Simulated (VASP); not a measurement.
Write the native input for VASP 6.6.1 that does the following.

```
Task                   : single point
Functional             : PBEsol
Potentials or basis    : VASP PAW PBE potentials, release 64 (Na_pv, Sc_sv)
Cutoff                 : 520 eV
k mesh                 : 10 × 10 × 10
Occupations            : gaussian, width 0.1 eV
Spin                   : no spin polarisation
Dipole correction      : no
Further INCAR settings : ALGO = Fast; EDIFF = 1e-07; NBANDS = 24
```

The structure of Na3Sc lies in POSCAR:

```
Na3Sc
1.0
    0.0000000000      4.1414903294      4.1414903294
    4.1414903294      0.0000000000      4.1414903294
    4.1414903294      4.1414903294      0.0000000000
Na Sc
3 1
Direct
    0.2500000000      0.2500000000      0.2500000000
    0.7500000000      0.7500000000      0.7500000000
    0.5000000000      0.5000000000      0.5000000000
    0.0000000000      0.0000000000      0.0000000000
```

This cell differs from its parent crystal: Al replaced by Sc, lengths x 1.047, strained.

The input as run:

INCAR

```
SYSTEM = Na3Sc
PREC = Accurate
ENCUT = 520
EDIFF = 1E-7
ISMEAR = 0
SIGMA = 0.1
LREAL = .FALSE.
LASPH = .TRUE.
NELM = 60
ALGO = Fast
ISIF = 2
LWAVE = .FALSE.
LCHARG = .TRUE.
GGA = PS
LELF = .TRUE.
LVHAR = .TRUE.
NBANDS = 24
```

KPOINTS

```
Automatic mesh
0
G
  10 10 10
  0 0 0
```

Potentials or basis: VASP PAW PBE potentials, release 64 (Na_pv, Sc_sv).

Run with:

```console
$ cat potpaw_PBE.64/Na_pv/POTCAR potpaw_PBE.64/Sc_sv/POTCAR > POTCAR
$ mpirun -np 1 vasp_std > vasp.out
```

It gave:

```json
{
  "Pressure": "-1.4 GPa",
  "Band gap on the k mesh": "zero (bands 16 and 17 overlap by 0.87 eV)"
}
```

Caveat: the cell differs from its parent crystal (Al replaced by Sc, lengths x 1.047, strained); the PAW data sets were made with another functional, which shifts forces and pressure a little.

Run time: 4.5 min on 1 thread of Intel(R) Xeon(R) Platinum 8259CL CPU @ 2.50GHz (Skylake/Cascade Lake), on a shared host, peak memory 0.39 GiB.
